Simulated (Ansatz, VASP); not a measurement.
# ZnC2 in VASP and in Ansatz

```
Zn C
1.0
     2.49226    0.00000    0.00000
    -1.24613    2.15836    0.00000
     0.00000    0.00000    7.85801
Zn C
1 2
Direct
  0.00000 0.00000 0.00000
  0.33333 0.66667 0.50000
  0.66667 0.33333 0.50000
```

Alike in both runs: functional PBE; k mesh 6 × 6 × 6; occupations gaussian, width 0.1 eV; no spin polarisation.

Ansatz relaxed the structure, and its values are those at the end. VASP's run is a single point on that final structure, the one shown.

|  | VASP | Ansatz |
| --- | --- | --- |
| version | VASP 6.6.1 | Ansatz 0.2.0 |
| potentials or method | VASP PAW PBE potentials, release 64 (Zn, C), cutoff 520 eV | scalar-relativistic, plane waves, PAW |
| valence electrons in the cell | 20 | 20 |

```tsv
	VASP	Ansatz	Ansatz less VASP
gap on the k mesh at the Fermi level (eV)	none	none	-
pressure (GPa)	0.4	0.0	-0.34
```

A gap of «none» marks a metal or a gap that the smearing closes.

The k mesh is coarse, so the values compare programs but aren't converged.
